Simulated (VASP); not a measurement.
Runs of VASP 6.6.1 on Mg. The structure is that of space group P6_3/mmc (No. 194), or close to it. The cells are those of the table. 

| cell | gap on the mesh (eV) | pressure (GPa) |
| --- | --- | --- |
| a = 3.156, b = 3.156, c = 10.250 Å, angles 90.0, 90.0, 120.0°, 4 atoms | none | (b) |
| a = 3.123, b = 3.123, c = 10.144 Å, angles 90.0, 90.0, 120.0°, 4 atoms | none | 2.9 |
| a = 3.249, b = 3.249, c = 10.554 Å, angles 90.0, 90.0, 120.0°, 4 atoms | none | -1.6 |
| a = 3.187, b = 3.187, c = 10.353 Å, angles 90.0, 90.0, 120.0°, 4 atoms | none | 0.3 |
| a = 3.219, b = 3.219, c = 10.455 Å, angles 90.0, 90.0, 120.0°, 4 atoms | none | (a) |

Alike in all rows: task single point; level PBE; potentials or basis VASP PAW PBE potentials, release 64 (Mg); no spin polarisation; k mesh 8 × 8 × 3; cutoff (eV) 520; smearing gaussian 0.1 eV.

**Question.** Fill in the values left out.

**Answer.** (a) -0.7; (b) 1.5.

A gap of «none» marks levels without a gap at the run's occupations.
